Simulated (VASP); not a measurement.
# S (P6/mmm) in VASP: a series of runs

Runs on S. Level: PBE. Tasks: single point.

All numbers are computed with VASP 6.6.1; they aren't measurements. Logs are shortened: lines on timing, memory, paths and dates and some standing lists are left out, and cuts for length are marked.

### 1 The cell of the first run

It takes space group P6/mmm (No. 191, hexagonal). Conventional cell: a = 2.339 Å, b = 2.339 Å, c = 2.104 Å, α = 90.00°, β = 90.00°, γ = 120.00°. Within 2.8 Å of S (site symmetry 6/mmm) lie 8 S at 2.10 to 2.34 Å.

This isn't the form of S at room conditions, which is orthorhombic, of S8 rings.

### 2 Single point, PBE

INCAR reads:

```
PREC = Accurate ; ENCUT = 520
EDIFF = 1E-6 ; ISMEAR = -1
SIGMA = 0.08 ; LREAL = False
LASPH = True ; NELM = 60
ALGO = Normal ; ISIF = 2
LWAVE = False ; LCHARG = False
GGA = PE ; NBANDS = 9
```

KPOINTS reads:

```
Automatic mesh
0
Gamma
  19 19 17
```

POSCAR reads:

```
S
1.0
    2.3394091069      0.0000000000      0.0000000000
   -1.1697045535      2.0259877164      0.0000000000
    0.0000000000      0.0000000000      2.1036552903
S
1
Direct
    0.0000000000      0.0000000000      0.0000000000
```

Potentials or basis: VASP PAW PBE potentials, release 64 (S).

Started as:

```sh
$ cat potpaw_PBE.64/S/POTCAR > POTCAR
$ mpirun -np 1 vasp_std > vasp.out
```

OUTCAR:

```text
PREC = Accurate
   ENCUT = 520
   EDIFF = 1E-6
   ISMEAR = -1
   LREAL = False
   LASPH = True
   NELM = 60
   ISIF = 2
   GGA = PE

 ion  position               nearest neighbor table
   1  0.000  0.000  0.000-

  LATTYP: Found a hexagonal cell.
 ALAT       =     2.3394091069
 C/A-ratio  =     0.8992250582

  Lattice vectors:

 A1 = (   2.3394091069,   0.0000000000,   0.0000000000)
 A2 = (  -1.1697045535,   2.0259877164,   0.0000000000)
 A3 = (   0.0000000000,   0.0000000000,   2.1036552903)

Analysis of symmetry for initial positions (statically):
=====================================================================
 Subroutine PRICEL returns:
 Original cell was already a primitive cell.

 Routine SETGRP: Setting up the symmetry group for a
 hexagonal supercell.

 Subroutine GETGRP returns: Found 24 space group operations
 (whereof 24 operations were pure point group operations)
 out of a pool of 24 trial point group operations.

The static configuration has the point symmetry D_6h.

Analysis of symmetry for dynamics (positions and initial velocities):
=====================================================================
 Subroutine PRICEL returns:
 Original cell was already a primitive cell.

 Routine SETGRP: Setting up the symmetry group for a
 hexagonal supercell.

 Subroutine GETGRP returns: Found 24 space group operations
 (whereof 24 operations were pure point group operations)
 out of a pool of 24 trial point group operations.

The dynamic configuration has the point symmetry D_6h.

 Subroutine INISYM returns: Found 24 space group operations
 (whereof 24 operations are pure point group operations),
 and found     1 'primitive' translations

----------------------------------------------------------------------------------------

                                     Primitive cell

  volume of cell :       9.9705

  direct lattice vectors                    reciprocal lattice vectors
     2.339409107  0.000000000  0.000000000     0.427458368  0.246793204  0.000000000
    -1.169704553  2.025987716  0.000000000     0.000000000  0.493586408  0.000000000
     0.000000000  0.000000000  2.103655290     0.000000000  0.000000000  0.475363052

  length of vectors
     2.339409107  2.339409107  2.103655290     0.493586408  0.493586408  0.475363052

  position of ions in fractional coordinates (direct lattice)
     0.000000000  0.000000000  0.000000000

  ion indices of the primitive-cell ions
   primitive index   ion index
                 1           1

----------------------------------------------------------------------------------------

 KPOINTS: Automatic mesh

Automatic generation of k-mesh.
 Grid dimensions read from file:
 generate k-points for:   19   19   17

 Generating k-lattice:

  Cartesian coordinates                     Fractional coordinates (reciprocal lattice)
     0.022497809  0.012989116  0.000000000     0.052631579  0.000000000  0.000000000
     0.000000000  0.025978232  0.000000000     0.000000000  0.052631579  0.000000000
     0.000000000  0.000000000  0.027962532     0.000000000  0.000000000  0.058823529

  Length of vectors
     0.025978232  0.025978232  0.027962532

  Shift w.r.t. Gamma in fractional coordinates (k-lattice)
     0.000000000  0.000000000  0.000000000

 Subroutine IBZKPT returns following result:
 ===========================================

 Found    360 irreducible k-points:

 Following reciprocal coordinates:
            Coordinates               Weight
  0.000000  0.000000  0.000000      1.000000
  0.052632  0.000000  0.000000      6.000000
  0.105263  0.000000  0.000000      6.000000
  0.157895  0.000000  0.000000      6.000000
  0.210526  0.000000  0.000000      6.000000
  0.263158  0.000000  0.000000      6.000000
[... 16 lines left out ...]
  0.263158  0.105263  0.000000     12.000000
  0.315789  0.105263  0.000000     12.000000
 [... further k-points ...]
   k-points           NKPTS =    360   k-points in BZ     NKDIM =    360   number of bands    NBANDS=      9
   number of dos      NEDOS =    301   number of ions     NIONS =      1
   total plane-waves  NPLWV =   5184
   dimension x,y,z NGX =    18 NGY =   18 NGZ =   16
   dimension x,y,z NGXF=    36 NGYF=   36 NGZF=   32
   ions per type =               1
   NGX,Y,Z   is equivalent  to a cutoff of  12.79, 12.79, 12.64 a.u.
   NGXF,Y,Z  is equivalent  to a cutoff of  25.58, 25.58, 25.29 a.u.
 SYSTEM =  unknown system
   PREC   = accura    normal or accurate (medium, high low for compatibility)
   ISTART =      0    job   : 0-new  1-cont  2-samecut
   ICHARG =      2    charge: 1-file 2-atom 10-const
   ISPIN  =      1    spin polarized calculation?
   LNONCOLLINEAR =      F non collinear calculations
   LSORBIT =      F    spin-orbit coupling
   LASPH  =      T    aspherical Exc in radial PAW
   ENCUT  =  520.0 eV  38.22 Ry    6.18 a.u.   4.35  4.35  3.91*2*pi/ulx,y,z
   NELM   =     60;   NELMIN=  2; NELMDL= -5     # of ELM steps
   EDIFF  = 0.1E-05   stopping-criterion for ELM
   LREAL  =      F    real-space projection
   EDIFFG = 0.1E-04   stopping-criterion for IOM
   NSW    =      0    number of steps for IOM
   IBRION =     -1    ionic relax: 0-MD 1-quasi-New 2-CG
   NFREE  =      0    steps in history (QN), initial steepest desc. (CG)
   ISIF   =      2    stress and relaxation
   ISYM   =      2    0-nonsym 1-usesym 2-fastsym
   POTIM  = 0.5000    time-step for ionic-motion
   TEBEG  =    0.0;   TEEND  =   0.0 temperature during run
   PSTRESS=    0.0 pullay stress
   NELECT =       6.0000    total number of electrons
   NUPDOWN=      -1.0000    fix difference up-down
   EMIN   =  10.00;   EMAX   =-10.00  energy-range for DOS
   EFERMI =   0.00;   METHOD = LEGACY
   ISMEAR =    -1;   SIGMA  =   0.08  broadening in eV -4-tet -1-fermi 0-gaus
   EFERMI_NEDOS =   21; number of points for ismear=-14 and -15
   IALGO  =     38    algorithm
   IMIX   =      4    mixing-type and parameters
     AMIX     =   0.40;   BMIX     =  1.00
     AMIX_MAG =   1.60;   BMIX_MAG =  1.00
  volume/ion in A,a.u.               =       9.97        67.28
  Fermi-wavevector in a.u.,A,eV,Ry     =   1.382142  2.611870 25.991442  1.910317
  Thomas-Fermi vector in A             =   2.506861
   LORBIT       =      0    0 simple, 1 ext, 2 COOP (PROOUT), +10 PAW based schemes
   GGA     = PE    functional components
   LHFCALC =     F    Hartree Fock is set to
   AEXX    =    0.0000 exact exchange contribution
   IVDW    =     0    specifies the selected vdW correction
   LEPSILON=     F    determine dielectric tensor
   LRPA    =     F    only Hartree local field effects (RPA)
 non-spin polarized calculation
  energy-cutoff  :      520.00
  volume of cell :        9.97
 maximum number of plane-waves:       284
 NGX is ok and might be reduce to    18
   NGX =  9   NGY =  9   NGZ =  7

 number of electron       6.0000000 magnetization

 Free energy of the ion-electron system (eV)
  ---------------------------------------------------
  ext. energy  EPLUGINS =         0.00000000
  ---------------------------------------------------
  free energy    TOTEN  =        -1.61520708 eV

  energy without entropy =       -1.60665115  energy(sigma->0) =       -1.61092911

 E-fermi :  16.2987     XC(G=0): -13.3621

 val. band max:       16.2885174042   @ k =   0.1579   0.0526   0.2353
 cond. band min:      16.3123080255   @ k =   0.2105   0.1053   0.2353
 fundamental gap:      0.0237906213
 Fermi energy:        16.2987232273

 k-point     1 :       0.0000    0.0000    0.0000
  band No.  band energies     occupation
      1      -7.2744      2.00000
      2      20.4943      0.00000
      3      20.4943      0.00000
      4      21.1990      0.00000
      5      22.0831      0.00000
      6      27.5432      0.00000
      7      27.5432      0.00000
      8      35.0893      0.00000
      9      35.9966      0.00000

 k-point     2 :       0.0526    0.0000    0.0000
  band No.  band energies     occupation
      1      -7.1821      2.00000
      2      19.3350      0.00000
      3      20.2075      0.00000
      4      21.2701      0.00000
      5      22.7975      0.00000
      6      27.2357      0.00000
      7      28.0029      0.00000
      8      35.3267      0.00000
      9      36.8873      0.00000

 k-point     3 :       0.1053    0.0000    0.0000
  band No.  band energies     occupation
      1      -6.9058      2.00000
      2      17.3499      0.00000
      3      19.5169      0.00000
      4      21.4819      0.00000
      5      23.3673      0.00000
      6      26.8444      0.00000
      7      29.2105      0.00000
      8      36.0091      0.00000
      9      39.1219      0.00000

 k-point     4 :       0.1579    0.0000    0.0000
  band No.  band energies     occupation
      1      -6.4471      2.00000
      2      15.1252      2.00000
      3      18.6863      0.00000
      4      21.8299      0.00000
      5      23.1599      0.00000
      6      27.0602      0.00000
      7      30.8981      0.00000
      8      37.0314      0.00000
      9      41.9602      0.00000
[... 205 lines left out ...]
 k-point    22 :       0.2105    0.1053    0.0000
  band No.  band energies     occupation
      1      -4.7274      2.00000
      2      10.6008      2.00000
      3      14.6623      2.00000
      4      23.0810      0.00000
      5      24.5376      0.00000
      6      28.4040      0.00000
      7      33.9486      0.00000
      8      38.2296      0.00000
      9      40.7317      0.00000

 k-point    23 :       0.2632    0.1053    0.0000
  band No.  band energies     occupation
      1      -3.7556      2.00000
      2       8.4980      2.00000
      3      13.8938      2.00000
      4      23.7349      0.00000
      5      24.1146      0.00000
      6      29.6060      0.00000
      7      35.8163      0.00000
      8      36.7004      0.00000
      9      41.3237      0.00000

 k-point    24 :       0.3158    0.1053    0.0000
  band No.  band energies     occupation
      1      -2.6440      2.00000
      2       6.4901      2.00000
      3      13.3369      2.00000
      4      23.7458      0.00000
      5      24.4108      0.00000
      6      30.7795      0.00000
      7      35.3235      0.00000
      8      37.7333      0.00000
      9      41.2340      0.00000

 [... further k-points ...]

------------------------ aborting loop because EDIFF is reached ----------------------------------------

  FORCE on cell =-STRESS in cart. coord.  units (eV):
  Direction    XX          YY          ZZ          XY          YZ          ZX
  --------------------------------------------------------------------------------------
  -------------------------------------------------------------------------------------
  Total        6.8314593      6.8314593      6.7602566     -0.0000000     -0.0000000      0.0000000
  in kB     1097.7577418   1097.7577418   1086.3160647     -0.0000000     -0.0000000      0.0000000
  external PRESSURE =    1093.9438494 kB  Pullay stress =       0.0000000 kB

 VOLUME and BASIS-vectors are now :
 -----------------------------------------------------------------------------
  energy-cutoff  :      520.00
  volume of cell :        9.97
      direct lattice vectors                 reciprocal lattice vectors
     2.339409107  0.000000000  0.000000000     0.427458368  0.246793204  0.000000000
    -1.169704553  2.025987716  0.000000000     0.000000000  0.493586408  0.000000000
     0.000000000  0.000000000  2.103655290     0.000000000  0.000000000  0.475363052

 POSITION                                       TOTAL-FORCE (eV/Angst)
 -----------------------------------------------------------------------------------
      0.00000      0.00000      0.00000        -0.000000      0.000000      0.000000
 -----------------------------------------------------------------------------------
    total drift:                               -0.000000      0.000000     -0.000000

  FREE ENERGIE OF THE ION-ELECTRON SYSTEM (eV)
  ---------------------------------------------------
  free  energy   TOTEN  =        -1.6152070753 eV

  energy  without entropy=       -1.6066511453  energy(sigma->0) =       -1.61092911
```

Wall time 16 s (1 thread of Intel Xeon Platinum 8488C (Sapphire Rapids), shared host); peak memory 0.13 GiB.

What came out:

* Free energy: -1.6152 eV
* Pressure: 109.4 GPa
* Band gap on the k mesh: zero (bands 3 and 4 overlap by 13.49 eV)

Stress tensor (GPa, compression positive):
```
109.78   0.00   0.00
  0.00 109.78   0.00
  0.00   0.00 108.63
```

Levels at points of the mesh, in eV from the Fermi level:
| k point | band 1 | band 2 | band 3 | band 4 | band 5 | band 6 | band 7 | band 8 |
| --- | --- | --- | --- | --- | --- | --- | --- | --- |
| (0.00, 0.00, 0.00) | -23.57 | 4.20 | 4.20 | 4.90 | 5.78 | 11.24 | 11.24 | 18.79 |

Caveat: the cell stands under pressure.

### 3 Single point, PBE

INCAR reads:

```
SYSTEM = S
ALGO     = Normal         ! electronic algorithm
EDIFF    = 1E-6           ! SCF threshold, eV
ENCUT    = 520            ! plane-wave cutoff, eV
GGA      = PE             ! functional
ISIF     = 2              ! what is computed and relaxed
ISMEAR   = -1             ! smearing method
LASPH    = .TRUE.         ! aspherical terms in the spheres
LCHARG   = .TRUE.         ! write CHGCAR
LELF     = .TRUE.         ! ELF
LREAL    = .FALSE.        ! projectors in reciprocal space
LVHAR    = .TRUE.       
LWAVE    = .FALSE.        ! write WAVECAR
NBANDS   = 9              ! bands
NELM     = 60             ! most SCF steps
PREC     = Accurate       ! precision mode
SIGMA    = 0.08           ! smearing width, eV
```

KPOINTS reads:

```
k-points
0
G
  19 19 17
  0 0 0
```

POSCAR reads:

```
S
1.0
    2.3401024414      0.0000000000      0.0000000000
   -1.1700512207      2.0265881617      0.0000000000
    0.0000000000      0.0000000000      2.1039530414
S
1
Direct
    0.0000000000      0.0000000000      0.0000000000
```

Potentials or basis: VASP PAW PBE potentials, release 64 (S).

Started as:

```sh
$ cat potpaw_PBE.64/S/POTCAR > POTCAR
$ mpirun -np 1 vasp_std > vasp.out
```

It took 17 s on 1 thread of Intel Xeon Platinum 8488C (Sapphire Rapids), shared host; peak memory 0.13 GiB.

It converged, with:

| Property | Result |
| --- | --- |
| Free energy | -1.6202 eV |
| Pressure | 109.2 GPa |
| Band gap on the k mesh | zero (bands 3 and 4 overlap by 13.47 eV) |

Stress tensor (GPa, compression positive):
```
109.54   0.00   0.00
  0.00 109.54   0.00
  0.00   0.00 108.41
```

Levels at points of the mesh, in eV from the Fermi level:
```csv
k point,band 1,band 2,band 3,band 4,band 5,band 6
"(0.00, 0.00, 0.00)",-23.56,4.19,4.19,4.90,5.79,11.24
```

Caveat: the cell stands under pressure.
